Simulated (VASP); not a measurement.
A run of VASP 6.6.1 is set up as follows.

POSCAR

```
BN
1.0
    0.0271950150      1.8130010000      1.8130010000
    1.8401960150      0.0000000000      1.8401960150
    1.8130010000      1.8130010000      0.0271950150
B N
1 1
Direct
    0.0000000000      0.0000000000      0.0000000000
    0.7500000000      0.7500000000      0.7500000000
```

INCAR.step1

```
PREC = Accurate
ENCUT = 520
ISMEAR = 0
SIGMA = 0.05
LREAL = False
LASPH = True
NELM = 100
NBANDS = 11
GGA = PE
ALGO = Normal
EDIFF = 1E-4
LWAVE = True
LCHARG = False
```

File INCAR.step2:

```
PREC = Accurate
ENCUT = 520
EDIFF = 1E-6
ISMEAR = 0
SIGMA = 0.05
LREAL = False
LASPH = True
NELM = 100
ALGO = Normal
ISIF = 2
LWAVE = False
LCHARG = False
METAGGA = R2SCAN
LMIXTAU = True
NBANDS = 11
ISTART = 1
```

KPOINTS

```
regular mesh
0
Gamma
  12 12 12
```

Potentials or basis: VASP PAW PBE potentials, release 64 (B, N).

Command:

```sh
$ cat potpaw_PBE.64/B/POTCAR potpaw_PBE.64/N/POTCAR > POTCAR
$ cp INCAR.step1 INCAR
$ mpirun -np 1 vasp_std > vasp.out
$ cp INCAR.step2 INCAR
$ mpirun -np 1 vasp_std > vasp.out
```

Q: Estimate the largest force.

A: 0.012 eV/Å.

Q: Estimate the band gap on the k mesh.

A: 4.85 eV, indirect (least direct gap 9.02 eV).

Q: Estimate the pressure.

A: -3.7 GPa.

Stress tensor (GPa, compression positive):
```
 -3.52   0.00 -13.65
  0.00  -3.99   0.00
-13.65   0.00  -3.52
```

Caveat: the cell differs from its parent crystal (strain +0.0300 x Voigt [0, 0, 0, 0, 1, 0]); the PAW data sets were made with another functional, which shifts forces and pressure a little. A k mesh can miss the band edges.
